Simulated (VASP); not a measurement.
The system is GaO3.

```
Ga O
1.0
     3.44637    0.00000    0.00000
     0.00000    3.44637    0.00000
     0.00000    0.00000    3.44637
Ga O
1 3
Cartesian
  0.0000 0.0000 0.0000
  0.0000 1.7232 1.7232
  1.7232 0.0000 1.7232
  1.7232 1.7232 0.0000
```

The cell was built from a structure type or drawn by symmetry, and may not be a known phase.

```yaml
Program: VASP 6.6.1
Task: relaxation of cell and atoms
Functional: PBE
Potentials_or_basis: VASP PAW PBE potentials, release 64 (Ga_d, O)
Cutoff: 600 eV
k_mesh: 6 × 6 × 6
Occupations: gaussian, width 0.1 eV
Spin: collinear spin, ferromagnetic start
Starting_moments: "[0.0, 1.0, 1.0, 1.0] μB"
```

At the start: pressure -10.4 GPa; volume 10.23 Å³/atom.

Q: How do energy, volume and symmetry change on relaxing?

A: Over 3 steps the energy falls by 31.6 meV/atom and the volume is 9.34 Å³/atom (-8.7 %); space group Pm-3m (No. 221, to 0.1 Å) before and after; moment 3.05 μB per cell.

Step by step:
```csv
step,energy change (eV),largest force (eV/Å),pressure (GPa),volume (Å³)
1,0.0000,0.0000,-10.42,40.93
2,-0.1256,0.0000,0.98,37.12
3,-0.1264,0.0000,0.02,37.36
```

Final structure:
```xyz
4
Lattice="3.3431 0.0000 0.0000 0.0000 3.3431 0.0000 0.0000 0.0000 3.3431" Properties=species:S:1:pos:R:3 pbc="T T T"
Ga    0.0000    0.0000    0.0000
O     0.0000    1.6716    1.6716
O     1.6716    0.0000    1.6716
O     1.6716    1.6716    0.0000
```
